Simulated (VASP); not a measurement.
# K3LuN2 (I4/mmm) in VASP: a series of runs, part 2 of 2

VASP 6.6.1.

## (3) Single point, PBE

This run uses another cell than the first one, of 42.15 Å³/atom, 2.425 times its volume.

INCAR

```
SYSTEM = K3LuN2
PREC     = Accurate       ! precision mode
ENCUT    = 520            ! plane-wave cutoff, eV
EDIFF    = 1E-6           ! SCF threshold, eV
ISMEAR   = 0              ! smearing method
SIGMA    = 0.1            ! smearing width, eV
LREAL    = .False.        ! projectors in reciprocal space
LASPH    = .True.         ! aspherical terms in the spheres
NELM     = 80             ! most SCF steps
ALGO     = Normal         ! electronic algorithm
ISIF     = 2              ! what is computed and relaxed
LWAVE    = .False.        ! write WAVECAR
LCHARG   = .False.        ! write CHGCAR
GGA      = PE             ! functional
NBANDS   = 40             ! bands
```

KPOINTS

```
Automatic mesh
0
Gamma
  4 4 4
  0 0 0
```

POSCAR

```
K3LuN2
1.0
   -3.8126876684      3.8126876684      4.3491510119
    3.8126876684     -3.8126876684      4.3491510119
    3.8126876684      3.8126876684     -4.3491510119
K Lu N
3 1 2
Direct
    0.0000000000      0.5000000000      0.5000000000
    0.5000000000      0.0000000000      0.5000000000
    0.5000000000      0.5000000000      0.0000000000
    0.0000000000      0.0000000000      0.0000000000
    0.7813473435      0.7813473435      0.0000000000
    0.2186526565      0.2186526565      0.0000000000
```

Potentials or basis: VASP PAW PBE potentials, release 64 (K_sv, Lu, N).

The run is started by

```bash
$ cat potpaw_PBE.64/K_sv/POTCAR potpaw_PBE.64/Lu/POTCAR potpaw_PBE.64/N/POTCAR > POTCAR
$ mpirun -np 1 vasp_std > vasp.out
```

OUTCAR:

```text
SYSTEM = K3LuN2
   PREC = Accurate
   ENCUT = 520
   EDIFF = 1E-6
   ISMEAR = 0
   LREAL = .False.
   LASPH = .True.
   NELM = 80
   ISIF = 2
   GGA = PE

 ion  position               nearest neighbor table
   1  0.000  0.500  0.500-
   2  0.500  0.000  0.500-
   3  0.500  0.500  0.000-   5 2.45   6 2.45
   4  0.000  0.000  0.000-   5 1.90   6 1.90
   5  0.781  0.781  0.000-   4 1.90   3 2.45
   6  0.219  0.219  0.000-   4 1.90   3 2.45

  LATTYP: Found a body centered tetragonal cell.
 ALAT       =     7.6253753368
 C/A-ratio  =     1.1407047705

  Lattice vectors:

 A1 = (  -3.8126876684,   3.8126876684,   4.3491510119)
 A2 = (   3.8126876684,  -3.8126876684,   4.3491510119)
 A3 = (   3.8126876684,   3.8126876684,  -4.3491510119)

Analysis of symmetry for initial positions (statically):
=====================================================================
 Subroutine PRICEL returns:
[... 165 lines left out ...]

  energy without entropy =      -20.08386232  energy(sigma->0) =      -20.09145436

 E-fermi :  -0.2741     XC(G=0):  -6.5043

 val. band max:       -0.4036986239   @ k =   0.5000   0.2500   0.0000
 cond. band min:      -0.2631446705   @ k =   0.5000  -0.0000   0.0000
 fundamental gap:      0.1405539534
 Fermi energy:        -0.2740792701

 k-point     1 :       0.0000    0.0000    0.0000
  band No.  band energies     occupation
      1     -55.7416      2.00000
      2     -32.4199      2.00000
      3     -32.4161      2.00000
      4     -31.0962      2.00000
      5     -26.9103      2.00000
      6     -26.4555      2.00000
[... 548 lines left out ...]
     39       2.7943      0.00000
     40       4.0294      0.00000

------------------------ aborting loop because EDIFF is reached ----------------------------------------

  FORCE on cell =-STRESS in cart. coord.  units (eV):
  Direction    XX          YY          ZZ          XY          YZ          ZX
  --------------------------------------------------------------------------------------
  -------------------------------------------------------------------------------------
  Total       -0.0064942     -0.0064942      1.2397552      0.0000000      0.0000000      0.0000000
  in kB       -0.0411445     -0.0411445      7.8545187      0.0000000      0.0000000      0.0000000
  external PRESSURE =       2.5907432 kB  Pullay stress =       0.0000000 kB

 VOLUME and BASIS-vectors are now :
 -----------------------------------------------------------------------------
  energy-cutoff  :      520.00
  volume of cell :      252.89
      direct lattice vectors                 reciprocal lattice vectors
    -3.812687668  3.812687668  4.349151012     0.000000000  0.131141086  0.114964966
     3.812687668 -3.812687668  4.349151012     0.131141086  0.000000000  0.114964966
     3.812687668  3.812687668 -4.349151012     0.131141086  0.131141086  0.000000000

 POSITION                                       TOTAL-FORCE (eV/Angst)
 -----------------------------------------------------------------------------------
      3.81269      0.00000      0.00000         0.000000      0.000000     -0.000000
      0.00000      3.81269      0.00000         0.000000      0.000000     -0.000000
      0.00000      0.00000      4.34915         0.000000      0.000000     -0.000000
      0.00000      0.00000      0.00000         0.000000      0.000000     -0.000000
      0.00000      0.00000      6.79640        -0.000000     -0.000000     -0.290327
      0.00000      0.00000      1.90191         0.000000      0.000000      0.290327
 -----------------------------------------------------------------------------------
    total drift:                               -0.000000     -0.000000     -0.000000

  FREE ENERGIE OF THE ION-ELECTRON SYSTEM (eV)
  ---------------------------------------------------
  free  energy   TOTEN  =       -20.0990463882 eV

  energy  without entropy=      -20.0838623236  energy(sigma->0) =      -20.09145436
```

stdout:

```text
POSCAR found type information on POSCAR K LuN
 POSCAR found :  3 types and       6 ions
 scaLAPACK will be used
 LDA part: xc-table for (Slater+PW92), standard interpolation
 POSCAR, INCAR and KPOINTS ok, starting setup
 FFT: planning ... GRIDC
 FFT: planning ... GRID_SOFT
 FFT: planning ... GRID
 WAVECAR not read
 entering main loop
```

Wall time 8 min (1 thread of AMD EPYC 7R13, shared host); peak memory 0.43 GiB.

Results:

```yaml
Free_energy: -20.0990 eV
Pressure: 0.3 GPa
Largest_force: 0.290 eV/Å
Band_gap_on_the_k_mesh: zero (band 31 reaches -0.24 eV, above the bottom of band 32 at -0.26 eV)
```

Forces in eV/Å, atoms in the order of the input:
```
K    0.000  0.000  0.000
K    0.000  0.000  0.000
K    0.000  0.000  0.000
Lu   0.000  0.000  0.000
N    0.000  0.000 -0.290
N    0.000  0.000  0.290
```

Caveat: spin-orbit coupling is left out, which moves the levels of the heavy elements.

## (4) Single point, PBE

This run uses another cell than the first one, of 42.28 Å³/atom, 2.433 times its volume.

INCAR

```
PREC     = Accurate       # precision mode
ENCUT    = 520            # plane-wave cutoff, eV
EDIFF    = 1E-6           # SCF threshold, eV
ISMEAR   = 0              # smearing method
SIGMA    = 0.1            # smearing width, eV
LREAL    = False          # projectors in reciprocal space
LASPH    = True           # aspherical terms in the spheres
NELM     = 60             # most SCF steps
ALGO     = Normal         # electronic algorithm
ISIF     = 2              # what is computed and relaxed
LWAVE    = False          # write WAVECAR
LCHARG   = False          # write CHGCAR
GGA      = PE             # functional
NBANDS   = 40             # bands
```

KPOINTS

```
Automatic mesh
0
Gamma
  8 8 8
```

POSCAR

```
K3LuN2
1.0
   -3.8196560041      3.8196560041      4.3470209160
    3.8196560041     -3.8196560041      4.3470209160
    3.8196560041      3.8196560041     -4.3470209160
K Lu N
3 1 2
Direct
    0.0000000000      0.5000000000      0.5000000000
    0.5000000000      0.0000000000      0.5000000000
    0.5000000000      0.5000000000      0.0000000000
    0.0000000000      0.0000000000      0.0000000000
    0.7815364349      0.7815364349      0.0000000000
    0.2184635651      0.2184635651      0.0000000000
```

The run is started by

```bash
$ cat potpaw_PBE.64/K_sv/POTCAR potpaw_PBE.64/Lu/POTCAR potpaw_PBE.64/N/POTCAR > POTCAR
$ mpirun -np 1 vasp_std > vasp.out
```

It took 36 min on 1 thread of AMD EPYC 7R13, shared host; peak memory 0.76 GiB.

It converged, with:

```yaml
Free_energy: -20.0940 eV
Pressure: 0.3 GPa
Largest_force: 0.300 eV/Å
Band_gap_on_the_k_mesh: zero (band 31 reaches -0.23 eV, above the bottom of band 32 at -0.27 eV)
```

Forces on the atoms (eV/Å):
```
K    0.000  0.000  0.000
K    0.000  0.000  0.000
K    0.000  0.000  0.000
Lu   0.000  0.000  0.000
N    0.000  0.000 -0.300
N    0.000  0.000  0.300
```

Stress tensor (GPa, compression positive):
```
0.00 0.00 0.00
0.00 0.00 0.00
0.00 0.00 0.82
```

Levels at points of the mesh, in eV from the Fermi level:
```csv
k point,band 29,band 30,band 31,band 32,band 33,band 34
"(0.00, 0.00, 0.00)",-1.24,-0.71,-0.71,0.75,1.43,2.00
"(0.50, 0.00, 0.00)",-1.14,-0.98,-0.37,-0.01,0.96,1.85
"(0.50, 0.50, 0.00)",-1.37,-0.72,0.01,0.75,1.31,1.49
"(0.50, 0.50, 0.50)",-1.05,-1.05,-0.41,0.77,0.89,2.00
```

Caveat: spin-orbit coupling is left out, which moves the levels of the heavy elements.

## (5) Summary

| cell | k mesh | gap on the mesh (eV) | pressure (GPa) | largest force (eV/Å) |
| --- | --- | --- | --- | --- |
| a = 5.151 Å, angles 106.5, 106.5, 115.6°, 6 atoms | 4 × 4 × 4 | none | 234.6 | 146.44 |
| a = 6.927 Å, angles 113.2, 113.2, 102.2°, 6 atoms | 4 × 4 × 4 | none | 0.3 | 0.29 |
| a = 6.934 Å, angles 113.1, 113.1, 102.4°, 6 atoms | 8 × 8 × 8 | none | 0.3 | 0.30 |

Alike in all rows: task single point; level PBE; potentials or basis VASP PAW PBE potentials, release 64 (K_sv, Lu, N); no spin polarisation; cutoff (eV) 520; smearing gaussian 0.1 eV.

Caveats: some runs use coarse meshes; spin-orbit coupling is left out, which moves the levels of the heavy elements; forces of over 1 eV/Å act on the atoms, so gaps and moduli don't describe the material at rest (some runs).

Total energies depend on the potentials used, so only differences within one code and one set of settings carry meaning.
